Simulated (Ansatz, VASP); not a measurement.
Two plane-wave programs on BN

```
B N
1.0
     2.34962    0.00000    0.00000
    -1.17481    2.03483    0.00000
     0.00000    0.00000    4.56500
B N
2 2
Direct
  0.66667 0.33333 0.99972
  0.33333 0.66667 0.49972
  0.66667 0.33333 0.62528
  0.33333 0.66667 0.12528
```

Change from the starting cell: strain -0.080 along x and y, +0.080 along z, atoms carried along.

Alike in both runs: task single point; functional LDA; k mesh 12 × 12 × 6; occupations gaussian, width 0.05 eV; no spin polarisation.

|  | VASP | Ansatz |
| --- | --- | --- |
| version | VASP 6.6.1 | Ansatz 0.2.0 |
| potentials or method | VASP PAW LDA potentials, release 64 (B, N), cutoff 520 eV | scalar-relativistic, plane waves, PAW |
| valence electrons in the cell | 16 | 16 |

```tsv
	VASP	Ansatz	Ansatz less VASP
gap on the k mesh at the Fermi level (eV)	3.47	3.48	+0.009
least direct gap on the mesh (eV)	3.47	3.48	+0.009
pressure (GPa)	38.0	36.7	-1.28
traceless stress, the component that is largest in VASP (GPa)	-114.31	-113.69	+0.627
rms of the force components (eV/Å)	0.139	0.160	+0.0207
```

LDA's correlation is that of Perdew and Zunger in VASP and of Perdew and Wang (1992) in Ansatz. Atom by atom the forces differ by 0.021 eV/Å (rms over components). Both programs put the cell under a high pressure, so it lies far from rest at this level.
